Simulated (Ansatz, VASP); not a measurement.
## Two plane-wave programs on Li5Sc

```
Li Sc
1.0
     4.95962    0.00000    0.00000
     0.00000    4.66297    2.63469
     0.00000   -4.66297    2.63469
Li Sc
5 1
Cartesian
  0.0000 -1.5642 2.6570
  0.0000 1.5642 2.6570
  2.4798 0.0000 3.3376
  2.4798 -2.9647 3.5691
  2.4798 2.9647 3.5691
  0.0000 0.0000 0.0171
```

Change from the starting cell: the structure that the rattled cell fell into.

Alike in both runs: task single point; functional PBE; k mesh 4 × 4 × 4; occupations gaussian, width 0.1 eV; collinear spin.

```csv
,VASP,Ansatz
version,VASP 6.6.1,Ansatz 0.2.0
potentials or method,"VASP PAW PBE potentials, release 64 (Li_sv, Sc_sv), cutoff 520 eV","scalar-relativistic, plane waves, PAW"
valence electrons in the cell,26,26
```

|  | VASP | Ansatz | Ansatz less VASP |
| --- | --- | --- | --- |
| gap on the k mesh at the Fermi level (eV) | none | none | - |
| rms of the force components (eV/Å) | 0.010 | 0.009 | -0.0004 |
| net moment per atom (μB) | 0.00 | 0.00 | -0.001 |

Atom by atom the forces differ by 0.000 eV/Å (rms over components). A gap of «none» marks a metal or a gap that the smearing closes. Ansatz's warnings: seeded moment not kept.

Noted on VASP's run: the cutoff is under 1.25 times that of the potentials, so the pressure is a little rough.
